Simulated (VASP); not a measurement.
# Cs (P6_3/mmc) in VASP: single point with PBE

Aim: the single point of Cs with PBE.

Everything below comes from runs of VASP 6.6.1. Logs are shortened: lines on timing, memory, paths and dates and some standing lists are left out, and cuts for length are marked.

## (1) The cell of the first run

It takes space group P6_3/mmc (No. 194, hexagonal). Conventional cell: a = 5.124 Å, b = 5.124 Å, c = 8.688 Å, α = 90.00°, β = 90.00°, γ = 120.00°.

## (2) Single point, PBE (K replaced by Cs, lengths x 1.121, strained)

INCAR reads:

```
ALGO = Normal
EDIFF = 1E-6
ENCUT = 500
GGA = PE
GGA_COMPAT = False
ISIF = 2
ISMEAR = 0
LASPH = True
LCHARG = False
LREAL = False
LWAVE = False
NBANDS = 16
NELM = 120
PREC = Accurate
SIGMA = 0.1
```

KPOINTS reads:

```
k-points
0
Gamma
  9 9 6
```

POSCAR reads:

```
Cs
1.0
    5.1241179686      0.0000000000      0.0000000000
   -2.5620589843      4.4376163327      0.0000000000
    0.0000000000      0.0000000000      8.6880519370
Cs
2
Direct
    0.3333333300      0.6666666700      0.2500000000
    0.6666666700      0.3333333300      0.7500000000
```

Potentials or basis: VASP PAW PBE potentials, release 64 (Cs_sv).

Run with:

```
cat potpaw_PBE.64/Cs_sv/POTCAR > POTCAR
mpirun -np 1 vasp_std > vasp.out
```

OUTCAR:

```text
EDIFF = 1E-6
   ENCUT = 500
   GGA = PE
   ISIF = 2
   ISMEAR = 0
   LASPH = True
   LREAL = False
   NELM = 120
   PREC = Accurate

 ion  position               nearest neighbor table
   1  0.333  0.667  0.250-
   2  0.667  0.333  0.750-

  LATTYP: Found a hexagonal cell.
 ALAT       =     5.1241179686
 C/A-ratio  =     1.6955214517

  Lattice vectors:

 A1 = (   5.1241179686,   0.0000000000,   0.0000000000)
 A2 = (  -2.5620589843,   4.4376163327,   0.0000000000)
 A3 = (   0.0000000000,   0.0000000000,   8.6880519370)

Analysis of symmetry for initial positions (statically):
=====================================================================
 Subroutine PRICEL returns:
 Original cell was already a primitive cell.

 Routine SETGRP: Setting up the symmetry group for a
 hexagonal supercell.

 Subroutine GETGRP returns: Found 24 space group operations
 (whereof 12 operations were pure point group operations)
 out of a pool of 24 trial point group operations.

The static configuration has the point symmetry D_3d.
 The point group associated with its full space group is D_6h.

Analysis of symmetry for dynamics (positions and initial velocities):
=====================================================================
 Subroutine PRICEL returns:
 Original cell was already a primitive cell.

 Routine SETGRP: Setting up the symmetry group for a
 hexagonal supercell.

 Subroutine GETGRP returns: Found 24 space group operations
 (whereof 12 operations were pure point group operations)
 out of a pool of 24 trial point group operations.

The dynamic configuration has the point symmetry D_3d.
 The point group associated with its full space group is D_6h.

 Subroutine INISYM returns: Found 24 space group operations
 (whereof 12 operations are pure point group operations),
 and found     1 'primitive' translations

----------------------------------------------------------------------------------------

                                     Primitive cell

  volume of cell :     197.5565

  direct lattice vectors                    reciprocal lattice vectors
     5.124117969  0.000000000  0.000000000     0.195155538  0.112673103  0.000000000
    -2.562058984  4.437616333  0.000000000     0.000000000  0.225346205  0.000000000
     0.000000000  0.000000000  8.688051937     0.000000000  0.000000000  0.115100601

  length of vectors
     5.124117969  5.124117969  8.688051937     0.225346205  0.225346205  0.115100601

  position of ions in fractional coordinates (direct lattice)
     0.333333330  0.666666670  0.250000000
     0.666666670  0.333333330  0.750000000

  ion indices of the primitive-cell ions
   primitive index   ion index
                 1           1
                 2           2

----------------------------------------------------------------------------------------

 KPOINTS: k-points

Automatic generation of k-mesh.
 Grid dimensions read from file:
 generate k-points for:    9    9    6

 Generating k-lattice:

  Cartesian coordinates                     Fractional coordinates (reciprocal lattice)
     0.021683949  0.012519234  0.000000000     0.111111111  0.000000000  0.000000000
     0.000000000  0.025038467  0.000000000     0.000000000  0.111111111  0.000000000
     0.000000000  0.000000000  0.019183434     0.000000000  0.000000000  0.166666667

  Length of vectors
     0.025038467  0.025038467  0.019183434

  Shift w.r.t. Gamma in fractional coordinates (k-lattice)
     0.000000000  0.000000000  0.000000000

 Subroutine IBZKPT returns following result:
 ===========================================

 Found     48 irreducible k-points:

 Following reciprocal coordinates:
            Coordinates               Weight
  0.000000  0.000000  0.000000      1.000000
  0.111111 -0.000000  0.000000      6.000000
  0.222222 -0.000000  0.000000      6.000000
  0.333333  0.000000  0.000000      6.000000
  0.444444 -0.000000  0.000000      6.000000
  0.111111  0.111111  0.000000      6.000000
[... 16 lines left out ...]
  0.333333  0.222222  0.166667     24.000000
  0.333333  0.333333  0.166667      4.000000
 [... further k-points ...]
   k-points           NKPTS =     48   k-points in BZ     NKDIM =     48   number of bands    NBANDS=     16
   number of dos      NEDOS =    301   number of ions     NIONS =      2
   total plane-waves  NPLWV = 102400
   dimension x,y,z NGX =    40 NGY =   40 NGZ =   64
   dimension x,y,z NGXF=    80 NGYF=   80 NGZF=  128
   ions per type =               2
   NGX,Y,Z   is equivalent  to a cutoff of  12.98, 12.98, 12.25 a.u.
   NGXF,Y,Z  is equivalent  to a cutoff of  25.96, 25.96, 24.49 a.u.
 SYSTEM =  unknown system
   PREC   = accura    normal or accurate (medium, high low for compatibility)
   ISTART =      0    job   : 0-new  1-cont  2-samecut
   ICHARG =      2    charge: 1-file 2-atom 10-const
   ISPIN  =      1    spin polarized calculation?
   LNONCOLLINEAR =      F non collinear calculations
   LSORBIT =      F    spin-orbit coupling
   LASPH  =      T    aspherical Exc in radial PAW
   ENCUT  =  500.0 eV  36.75 Ry    6.06 a.u.   9.34  9.34 15.84*2*pi/ulx,y,z
   NELM   =    120;   NELMIN=  2; NELMDL= -5     # of ELM steps
   EDIFF  = 0.1E-05   stopping-criterion for ELM
   LREAL  =      F    real-space projection
   EDIFFG = 0.1E-04   stopping-criterion for IOM
   NSW    =      0    number of steps for IOM
   IBRION =     -1    ionic relax: 0-MD 1-quasi-New 2-CG
   NFREE  =      0    steps in history (QN), initial steepest desc. (CG)
   ISIF   =      2    stress and relaxation
   ISYM   =      2    0-nonsym 1-usesym 2-fastsym
   POTIM  = 0.5000    time-step for ionic-motion
   TEBEG  =    0.0;   TEEND  =   0.0 temperature during run
   PSTRESS=    0.0 pullay stress
   NELECT =      18.0000    total number of electrons
   NUPDOWN=      -1.0000    fix difference up-down
   EMIN   =  10.00;   EMAX   =-10.00  energy-range for DOS
   EFERMI =   0.00;   METHOD = LEGACY
   ISMEAR =     0;   SIGMA  =   0.10  broadening in eV -4-tet -1-fermi 0-gaus
   EFERMI_NEDOS =   21; number of points for ismear=-14 and -15
   IALGO  =     38    algorithm
   IMIX   =      4    mixing-type and parameters
     AMIX     =   0.40;   BMIX     =  1.00
     AMIX_MAG =   1.60;   BMIX_MAG =  1.00
  volume/ion in A,a.u.               =      98.78       666.59
  Fermi-wavevector in a.u.,A,eV,Ry     =   0.736663  1.392090  7.383496  0.542672
  Thomas-Fermi vector in A             =   1.830156
   LORBIT       =      0    0 simple, 1 ext, 2 COOP (PROOUT), +10 PAW based schemes
   GGA     = PE    functional components
   LHFCALC =     F    Hartree Fock is set to
   AEXX    =    0.0000 exact exchange contribution
   IVDW    =     0    specifies the selected vdW correction
   LEPSILON=     F    determine dielectric tensor
   LRPA    =     F    only Hartree local field effects (RPA)
 non-spin polarized calculation
 Gauss-broadening in eV      SIGMA  =   0.10
  energy-cutoff  :      500.00
  volume of cell :      197.56
 maximum number of plane-waves:      5059
 NGX is ok and might be reduce to    40
   NGX = 19   NGY = 19   NGZ = 31

 number of electron      18.0000003 magnetization

 Free energy of the ion-electron system (eV)
  ---------------------------------------------------
  ext. energy  EPLUGINS =         0.00000000
  ---------------------------------------------------
  free energy    TOTEN  =        -1.66303967 eV

  energy without entropy =       -1.64970266  energy(sigma->0) =       -1.65637116

 E-fermi :   0.8767     XC(G=0):  -5.8044

 val. band max:        0.8711925063   @ k =   0.1111  -0.0000   0.0000
 cond. band min:       0.8971504656   @ k =   0.1111   0.1111   0.1667
 fundamental gap:      0.0259579593
 Fermi energy:         0.8766944806

 k-point     1 :       0.0000    0.0000    0.0000
  band No.  band energies     occupation
      1     -22.9169      2.00000
      2     -22.9064      2.00000
      3      -9.8445      2.00000
      4      -9.6512      2.00000
      5      -9.6512      2.00000
      6      -9.6374      2.00000
[... 8 lines left out ...]
     15       3.6991      0.00000
     16       3.6991      0.00000

 k-point     2 :       0.1111   -0.0000    0.0000
  band No.  band energies     occupation
      1     -22.9155      2.00000
      2     -22.9055      2.00000
      3      -9.8357      2.00000
      4      -9.6744      2.00000
      5      -9.6580      2.00000
      6      -9.6508      2.00000
[... 8 lines left out ...]
     15       3.5071      0.00000
     16       3.8383      0.00000

 k-point     3 :       0.2222   -0.0000    0.0000
  band No.  band energies     occupation
      1     -22.9118      2.00000
      2     -22.9034      2.00000
      3      -9.8115      2.00000
      4      -9.7332      2.00000
      5      -9.7091      2.00000
      6      -9.6745      2.00000
[... 8 lines left out ...]
     15       3.7284      0.00000
     16       3.7573      0.00000

 k-point     4 :       0.3333    0.0000    0.0000
  band No.  band energies     occupation
      1     -22.9072      2.00000
      2     -22.9012      2.00000
      3      -9.7996      2.00000
      4      -9.7791      2.00000
      5      -9.7720      2.00000
      6      -9.6926      2.00000
[... 8 lines left out ...]
     15       3.4755      0.00000
     16       4.2001      0.00000
[... 324 lines left out ...]
 k-point    22 :       0.2222    0.2222    0.1667
  band No.  band energies     occupation
      1     -22.9048      2.00000
      2     -22.9007      2.00000
      3      -9.8006      2.00000
      4      -9.7984      2.00000
      5      -9.7430      2.00000
      6      -9.7194      2.00000
[... 8 lines left out ...]
     15       2.8932      0.00000
     16       4.2259      0.00000

 k-point    23 :       0.3333    0.2222    0.1667
  band No.  band energies     occupation
      1     -22.9021      2.00000
      2     -22.9000      2.00000
      3      -9.8207      2.00000
      4      -9.8007      2.00000
      5      -9.7518      2.00000
      6      -9.7239      2.00000
[... 8 lines left out ...]
     15       3.0706      0.00000
     16       4.3196      0.00000

 k-point    24 :       0.3333    0.3333    0.1667
  band No.  band energies     occupation
      1     -22.9005      2.00000
      2     -22.9005      2.00000
      3      -9.7985      2.00000
      4      -9.7855      2.00000
      5      -9.7855      2.00000
      6      -9.7488      2.00000
[... 8 lines left out ...]
     15       3.1841      0.00000
     16       4.4178      0.00000

 [... further k-points ...]

------------------------ aborting loop because EDIFF is reached ----------------------------------------

  FORCE on cell =-STRESS in cart. coord.  units (eV):
  Direction    XX          YY          ZZ          XY          YZ          ZX
  --------------------------------------------------------------------------------------
  -------------------------------------------------------------------------------------
  Total        0.5954238      0.5954238      0.4205642      0.0000000     -0.0000000      0.0000000
  in kB        4.8288699      4.8288699      3.4107637      0.0000000     -0.0000000      0.0000000
  external PRESSURE =       4.3561678 kB  Pullay stress =       0.0000000 kB

 VOLUME and BASIS-vectors are now :
 -----------------------------------------------------------------------------
  energy-cutoff  :      500.00
  volume of cell :      197.56
      direct lattice vectors                 reciprocal lattice vectors
     5.124117969  0.000000000  0.000000000     0.195155538  0.112673103  0.000000000
    -2.562058984  4.437616333  0.000000000     0.000000000  0.225346205  0.000000000
     0.000000000  0.000000000  8.688051937     0.000000000  0.000000000  0.115100601

 POSITION                                       TOTAL-FORCE (eV/Angst)
 -----------------------------------------------------------------------------------
     -0.00000      2.95841      2.17201         0.000000      0.000000      0.000000
      2.56206      1.47921      6.51604        -0.000000      0.000000      0.000000
 -----------------------------------------------------------------------------------
    total drift:                               -0.000005      0.000003     -0.000000

  FREE ENERGIE OF THE ION-ELECTRON SYSTEM (eV)
  ---------------------------------------------------
  free  energy   TOTEN  =        -1.6630396703 eV

  energy  without entropy=       -1.6497026572  energy(sigma->0) =       -1.65637116
```

Run time: 92 s. Hardware: 1 thread of Intel Xeon Platinum 8488C (Sapphire Rapids), shared host; peak memory 0.36 GiB.

What came out:

| Property | Result |
| --- | --- |
| Free energy | -1.6630 eV |
| Pressure | 0.4 GPa |
| Band gap on the k mesh | zero (band 9 reaches 1.67 eV, above the bottom of band 10 at -0.30 eV) |

Caveat: the cell differs from its parent crystal (K replaced by Cs, lengths x 1.121, strained); spin-orbit coupling is left out, which moves the levels of the heavy elements.
